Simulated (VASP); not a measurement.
Write the native input for VASP 6.6.1 that does the following.

- Task: single point
- Functional: r2SCAN
- Potentials or basis: VASP PAW PBE potentials, release 64 (Cu)
- Cutoff: 520 eV
- k mesh: 24 × 24 × 12
- Occupations: gaussian, width 0.15 eV
- Spin: no spin polarisation
- Dipole correction: no
- Further INCAR settings: ALGO = Normal; EDIFF = 1e-06; NBANDS = 18

Cu:

```
Cu
1.0
     2.43907    0.00000    0.00000
    -1.21953    2.11229    0.00000
     0.00000    0.00000    4.11257
Cu
2
Direct
  0.33333 0.66667 0.25000
  0.66667 0.33333 0.75000
```

This cell differs from its parent crystal: strain -0.0375 x Voigt [1, 1, 0, 0, 0, 0].

The input as run:

POSCAR

```
Cu
1.0
    2.4390680447      0.0000000000      0.0000000000
   -1.2195340223      2.1122948883      0.0000000000
    0.0000000000      0.0000000000      4.1125710000
Cu
2
Direct
    0.3333333333      0.6666666667      0.2500000000
    0.6666666667      0.3333333333      0.7500000000
```

INCAR.step1

```
SYSTEM = Cu
PREC     = Accurate       ! precision mode
ENCUT    = 520            ! plane-wave cutoff, eV
ISMEAR   = 0              ! smearing method
SIGMA    = 0.15           ! smearing width, eV
LREAL    = .False.        ! projectors in reciprocal space
LASPH    = .True.         ! aspherical terms in the spheres
NELM     = 80             ! most SCF steps
NBANDS   = 18             ! bands
GGA      = PE             ! functional
ALGO     = Normal         ! electronic algorithm
EDIFF    = 1E-4           ! SCF threshold, eV
LWAVE    = .True.         ! write WAVECAR
LCHARG   = .False.        ! write CHGCAR
```

INCAR.step2

```
SYSTEM = Cu
PREC     = Accurate       ! precision mode
ENCUT    = 520            ! plane-wave cutoff, eV
EDIFF    = 1E-6           ! SCF threshold, eV
ISMEAR   = 0              ! smearing method
SIGMA    = 0.15           ! smearing width, eV
LREAL    = .False.        ! projectors in reciprocal space
LASPH    = .True.         ! aspherical terms in the spheres
NELM     = 80             ! most SCF steps
ALGO     = Normal         ! electronic algorithm
ISIF     = 2              ! what is computed and relaxed
LWAVE    = .False.        ! write WAVECAR
LCHARG   = .True.         ! write CHGCAR
METAGGA  = R2SCAN         ! meta-GGA
LMIXTAU  = .True.       
LELF     = .True.         ! ELF
LVHAR    = .True.       
NBANDS   = 18             ! bands
ISTART   = 1
```

KPOINTS

```
Automatic mesh
0
Gamma
  24 24 12
  0 0 0
```

Potentials or basis: VASP PAW PBE potentials, release 64 (Cu).

The run is started by

```console
$ cat potpaw_PBE.64/Cu/POTCAR > POTCAR
$ cp INCAR.step1 INCAR
$ mpirun -np 1 vasp_std > vasp.out
$ cp INCAR.step2 INCAR
$ mpirun -np 1 vasp_std > vasp.out
```

It gave:

```yaml
Pressure: 16.2 GPa
Band_gap_on_the_k_mesh: zero (band 11 reaches 13.50 eV, above the bottom of band 12 at 6.58 eV)
```

Caveat: the cell differs from its parent crystal (strain -0.0375 x Voigt [1, 1, 0, 0, 0, 0]); the PAW data sets were made with another functional, which shifts forces and pressure a little.

It took 3.5 min on 1 thread of Intel(R) Xeon(R) 6975P-C (Granite Rapids) (shared host), peak memory 0.24 GiB.
